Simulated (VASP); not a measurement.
# Rh (I4/mmm) in VASP: single point with PBE

Aim: the single point of Rh with PBE.

All numbers are computed with VASP 6.6.1; they aren't measurements. Logs are shortened: lines on timing, memory, paths and dates and some standing lists are left out, and cuts for length are marked.

## Step 1: The cell of the first run

Symmetry: I4/mmm, No. 139, tetragonal system. Conventional cell: a = 2.844 Å, b = 2.844 Å, c = 3.926 Å, α = 90.00°, β = 90.00°, γ = 90.00°. Rh (site symmetry 4/mmm) has 12 Rh at 2.81 to 2.84 Å within 3.7 Å.

## Step 2: Single point, PBE (strain +0.050 along x and y, +0.025 along z)

Input file INCAR:

```
SYSTEM = Rh
ALGO = Fast
EDIFF = 1E-6
ENCUT = 520
GGA = PE
ISIF = 2
ISMEAR = 0
LASPH = .TRUE.
LCHARG = .FALSE.
LREAL = .FALSE.
LWAVE = .FALSE.
NBANDS = 14
NELM = 100
PREC = Accurate
SIGMA = 0.15
```

Input file KPOINTS:

```
k-points
0
G
  26 26 26
  0 0 0
```

Input file POSCAR:

```
Rh
1.0
    0.0000000000      2.0107136825      1.9628395472
    2.0107136825      0.0000000000      1.9628395472
    2.0107136825      2.0107136825      0.0000000000
Rh
1
Direct
    0.0000000000      0.0000000000      0.0000000000
```

Potentials or basis: VASP PAW PBE potentials, release 64 (Rh_pv).

Launch:

```bash
$ cat potpaw_PBE.64/Rh_pv/POTCAR > POTCAR
$ mpirun -np 1 vasp_std > vasp.out
```

OUTCAR:

```text
SYSTEM = Rh
   EDIFF = 1E-6
   ENCUT = 520
   GGA = PE
   ISIF = 2
   ISMEAR = 0
   LASPH = .TRUE.
   LREAL = .FALSE.
   NELM = 100
   PREC = Accurate

 ion  position               nearest neighbor table
   1  0.000  0.000  0.000-

  LATTYP: Found a body centered tetragonal cell.
 ALAT       =     2.8435785598
 C/A-ratio  =     1.3805418109

  Lattice vectors:

 A1 = (   0.0000000000,  -2.0107136825,  -1.9628395472)
 A2 = (   0.0000000000,   2.0107136825,  -1.9628395472)
 A3 = (   2.0107136825,   0.0000000000,   1.9628395472)

Analysis of symmetry for initial positions (statically):
=====================================================================
 Subroutine PRICEL returns:
 Original cell was already a primitive cell.

 Routine SETGRP: Setting up the symmetry group for a
 body centered tetragonal supercell.

 Subroutine GETGRP returns: Found 16 space group operations
 (whereof 16 operations were pure point group operations)
 out of a pool of 16 trial point group operations.

The static configuration has the point symmetry D_4h.

Analysis of symmetry for dynamics (positions and initial velocities):
=====================================================================
 Subroutine PRICEL returns:
 Original cell was already a primitive cell.

 Routine SETGRP: Setting up the symmetry group for a
 body centered tetragonal supercell.

 Subroutine GETGRP returns: Found 16 space group operations
 (whereof 16 operations were pure point group operations)
 out of a pool of 16 trial point group operations.

The dynamic configuration has the point symmetry D_4h.

 Subroutine INISYM returns: Found 16 space group operations
 (whereof 16 operations are pure point group operations),
 and found     1 'primitive' translations

----------------------------------------------------------------------------------------

                                     Primitive cell

  volume of cell :      15.8714

  direct lattice vectors                    reciprocal lattice vectors
     0.000000000  2.010713683  1.962839547    -0.248667925  0.248667925  0.254732997
     2.010713683  0.000000000  1.962839547     0.248667925 -0.248667925  0.254732997
     2.010713683  2.010713683  0.000000000     0.248667925  0.248667925 -0.254732997

  length of vectors
     2.809930355  2.809930355  2.843578560     0.434235390  0.434235390  0.434235390

  position of ions in fractional coordinates (direct lattice)
     0.000000000  0.000000000  0.000000000

  ion indices of the primitive-cell ions
   primitive index   ion index
                 1           1

----------------------------------------------------------------------------------------

 KPOINTS: k-points

Automatic generation of k-mesh.
 Grid dimensions read from file:
 generate k-points for:   26   26   26

 Generating k-lattice:

  Cartesian coordinates                     Fractional coordinates (reciprocal lattice)
    -0.009564151  0.009564151  0.009797423     0.038461538  0.000000000  0.000000000
     0.009564151 -0.009564151  0.009797423     0.000000000  0.038461538  0.000000000
     0.009564151  0.009564151 -0.009797423     0.000000000  0.000000000  0.038461538

  Length of vectors
     0.016701361  0.016701361  0.016701361

  Shift w.r.t. Gamma in fractional coordinates (k-lattice)
     0.000000000  0.000000000  0.000000000

 Subroutine IBZKPT returns following result:
 ===========================================

 Found   1330 irreducible k-points:

 Following reciprocal coordinates:
            Coordinates               Weight
  0.000000  0.000000  0.000000      1.000000
  0.038462  0.000000  0.000000      8.000000
  0.076923  0.000000  0.000000      8.000000
  0.115385 -0.000000  0.000000      8.000000
  0.153846 -0.000000  0.000000      8.000000
  0.192308 -0.000000  0.000000      8.000000
[... 16 lines left out ...]
  0.346154  0.038462  0.000000      8.000000
  0.384615  0.038462  0.000000      8.000000
 [... further k-points ...]
   k-points           NKPTS =   1330   k-points in BZ     NKDIM =   1330   number of bands    NBANDS=     14
   number of dos      NEDOS =    301   number of ions     NIONS =      1
   total plane-waves  NPLWV =  13824
   dimension x,y,z NGX =    24 NGY =   24 NGZ =   24
   dimension x,y,z NGXF=    48 NGYF=   48 NGZF=   48
   ions per type =               1
   NGX,Y,Z   is equivalent  to a cutoff of  14.20, 14.20, 14.03 a.u.
   NGXF,Y,Z  is equivalent  to a cutoff of  28.40, 28.40, 28.06 a.u.
 SYSTEM =  Rh
   PREC   = accura    normal or accurate (medium, high low for compatibility)
   ISTART =      0    job   : 0-new  1-cont  2-samecut
   ICHARG =      2    charge: 1-file 2-atom 10-const
   ISPIN  =      1    spin polarized calculation?
   LNONCOLLINEAR =      F non collinear calculations
   LSORBIT =      F    spin-orbit coupling
   LASPH  =      T    aspherical Exc in radial PAW
   ENCUT  =  520.0 eV  38.22 Ry    6.18 a.u.   5.22  5.22  5.29*2*pi/ulx,y,z
   NELM   =    100;   NELMIN=  2; NELMDL= -5     # of ELM steps
   EDIFF  = 0.1E-05   stopping-criterion for ELM
   LREAL  =      F    real-space projection
   EDIFFG = 0.1E-04   stopping-criterion for IOM
   NSW    =      0    number of steps for IOM
   IBRION =     -1    ionic relax: 0-MD 1-quasi-New 2-CG
   NFREE  =      0    steps in history (QN), initial steepest desc. (CG)
   ISIF   =      2    stress and relaxation
   ISYM   =      2    0-nonsym 1-usesym 2-fastsym
   POTIM  = 0.5000    time-step for ionic-motion
   TEBEG  =    0.0;   TEEND  =   0.0 temperature during run
   PSTRESS=    0.0 pullay stress
   NELECT =      15.0000    total number of electrons
   NUPDOWN=      -1.0000    fix difference up-down
   EMIN   =  10.00;   EMAX   =-10.00  energy-range for DOS
   EFERMI =   0.00;   METHOD = LEGACY
   ISMEAR =     0;   SIGMA  =   0.15  broadening in eV -4-tet -1-fermi 0-gaus
   EFERMI_NEDOS =   21; number of points for ismear=-14 and -15
   IALGO  =     68    algorithm
   IMIX   =      4    mixing-type and parameters
     AMIX     =   0.40;   BMIX     =  1.00
     AMIX_MAG =   1.60;   BMIX_MAG =  1.00
  volume/ion in A,a.u.               =      15.87       107.11
  Fermi-wavevector in a.u.,A,eV,Ry     =   1.606572  3.035981 35.117633  2.581073
  Thomas-Fermi vector in A             =   2.702738
   LORBIT       =      0    0 simple, 1 ext, 2 COOP (PROOUT), +10 PAW based schemes
   GGA     = PE    functional components
   LHFCALC =     F    Hartree Fock is set to
   AEXX    =    0.0000 exact exchange contribution
   IVDW    =     0    specifies the selected vdW correction
   LEPSILON=     F    determine dielectric tensor
   LRPA    =     F    only Hartree local field effects (RPA)
 non-spin polarized calculation
 RMM-DIIS sequential band-by-band and
 Gauss-broadening in eV      SIGMA  =   0.15
  energy-cutoff  :      520.00
  volume of cell :       15.87
 maximum number of plane-waves:       444
 NGX is ok and might be reduce to    24
   NGX = 11   NGY = 11   NGZ = 11

 number of electron      15.0000002 magnetization

 Free energy of the ion-electron system (eV)
  ---------------------------------------------------
  ext. energy  EPLUGINS =         0.00000000
  ---------------------------------------------------
  free energy    TOTEN  =        -7.11785122 eV

  energy without entropy =       -7.09872832  energy(sigma->0) =       -7.10828977

 E-fermi :   9.4513     XC(G=0): -13.1239

 val. band max:        9.4510377857   @ k =   0.4615   0.0769   0.1538
 cond. band min:       9.4520042058   @ k =   0.3462  -0.0000   0.3077
 fundamental gap:      0.0009664201
 Fermi energy:         9.4513436402

 k-point     1 :       0.0000    0.0000    0.0000
  band No.  band energies     occupation
      1     -36.6794      2.00000
      2     -36.6794      2.00000
      3     -36.6684      2.00000
      4       2.5220      2.00000
      5       6.9300      2.00000
      6       6.9300      2.00000
      7       7.1385      2.00000
      8       8.5289      2.00000
      9       8.7757      2.00000
     10      25.4596      0.00000
     11      29.9229      0.00000
     12      29.9229      0.00000
     13      30.4200      0.00000
     14      30.5168      0.00000

 k-point     2 :       0.0385    0.0000    0.0000
  band No.  band energies     occupation
      1     -36.6845      2.00000
      2     -36.6805      2.00000
      3     -36.6707      2.00000
      4       2.5744      2.00000
      5       6.9224      2.00000
      6       6.9494      2.00000
      7       7.1442      2.00000
      8       8.5204      2.00000
      9       8.7641      2.00000
     10      25.5240      0.00000
     11      29.6721      0.00000
     12      29.9891      0.00000
     13      30.4189      0.00000
     14      30.4765      0.00000

 k-point     3 :       0.0769    0.0000    0.0000
  band No.  band energies     occupation
      1     -36.7023      2.00000
      2     -36.6835      2.00000
      3     -36.6745      2.00000
      4       2.7293      2.00000
      5       6.8878      2.00000
      6       7.0037      2.00000
      7       7.1750      2.00000
      8       8.4991      2.00000
      9       8.7332      2.00000
     10      25.7024      0.00000
     11      28.8932      0.00000
     12      30.1838      0.00000
     13      30.4202      0.00000
     14      30.5987      0.00000
[... 324 lines left out ...]
 k-point    23 :       0.3462    0.0385    0.0000
  band No.  band energies     occupation
      1     -37.0086      2.00000
      2     -36.7382      2.00000
      3     -36.7136      2.00000
      4       4.5526      2.00000
      5       7.0848      2.00000
      6       7.2351      2.00000
      7       7.7428      2.00000
      8       9.2768      1.90015
      9       9.4120      1.28946
     10      20.5789      0.00000
     11      25.8595      0.00000
     12      30.1819      0.00000
     13      30.4215      0.00000
     14      31.7407      0.00000

 k-point    24 :       0.3846    0.0385    0.0000
  band No.  band energies     occupation
      1     -37.0498      2.00000
      2     -36.7442      2.00000
      3     -36.7196      2.00000
      4       4.5535      2.00000
      5       7.0089      2.00000
      6       7.1574      2.00000
      7       8.3436      2.00000
      8       9.6256      0.10038
      9       9.6305      0.09120
     10      19.3106      0.00000
     11      25.5098      0.00000
     12      29.7020      0.00000
     13      30.4191      0.00000
     14      30.9494      0.00000

 [... further k-points ...]
[... 5 lines left out ...]
  --------------------------------------------------------------------------------------
  -------------------------------------------------------------------------------------
  Total       -2.3663241     -2.3663241     -1.9978809      0.0000000      0.0000000      0.0000000
  in kB     -238.8743681   -238.8743681   -201.6809647      0.0000000      0.0000000      0.0000000
  external PRESSURE =    -226.4765670 kB  Pullay stress =       0.0000000 kB

 VOLUME and BASIS-vectors are now :
 -----------------------------------------------------------------------------
  energy-cutoff  :      520.00
  volume of cell :       15.87
      direct lattice vectors                 reciprocal lattice vectors
     0.000000000  2.010713683  1.962839547    -0.248667925  0.248667925  0.254732997
     2.010713683  0.000000000  1.962839547     0.248667925 -0.248667925  0.254732997
     2.010713683  2.010713683  0.000000000     0.248667925  0.248667925 -0.254732997

 POSITION                                       TOTAL-FORCE (eV/Angst)
 -----------------------------------------------------------------------------------
      0.00000      0.00000      0.00000         0.000000      0.000000      0.000000
 -----------------------------------------------------------------------------------
    total drift:                               -0.000000     -0.000000     -0.000000

  FREE ENERGIE OF THE ION-ELECTRON SYSTEM (eV)
  ---------------------------------------------------
  free  energy   TOTEN  =        -7.1178512199 eV

  energy  without entropy=       -7.0987283250  energy(sigma->0) =       -7.10828977
```

It took 5.6 min on 1 thread of Intel Xeon 8259CL, shared host; peak memory 0.37 GiB.

Results:

```yaml
Free_energy: -7.1179 eV
Pressure: -22.6 GPa
Band_gap_on_the_k_mesh: zero (an odd number of electrons rules out a gap without spin polarisation)
```

Stress tensor (GPa, compression positive):
```
-23.89   0.00   0.00
  0.00 -23.89   0.00
  0.00   0.00 -20.17
```

Levels at points of the mesh, in eV from the Fermi level:
| k point | band 4 | band 5 | band 6 | band 7 | band 8 | band 9 | band 10 | band 11 |
| --- | --- | --- | --- | --- | --- | --- | --- | --- |
| (0.00, 0.00, 0.00) | -6.93 | -2.52 | -2.52 | -2.31 | -0.92 | -0.68 | 16.01 | 20.47 |
| (0.50, 0.00, 0.00) | -5.01 | -2.61 | -2.39 | 0.38 | 0.49 | 0.93 | 7.30 | 15.44 |
| (0.50, 0.50, 0.00) | -5.07 | -4.78 | 0.40 | 0.77 | 0.77 | 3.45 | 11.00 | 12.21 |
| (0.50, 0.00, 0.50) | -5.07 | -4.76 | 0.41 | 0.67 | 0.84 | 2.99 | 10.37 | 12.56 |

Caveat: the cell differs from its parent crystal (strain +0.050 along x and y, +0.025 along z); the cell stands under tension.
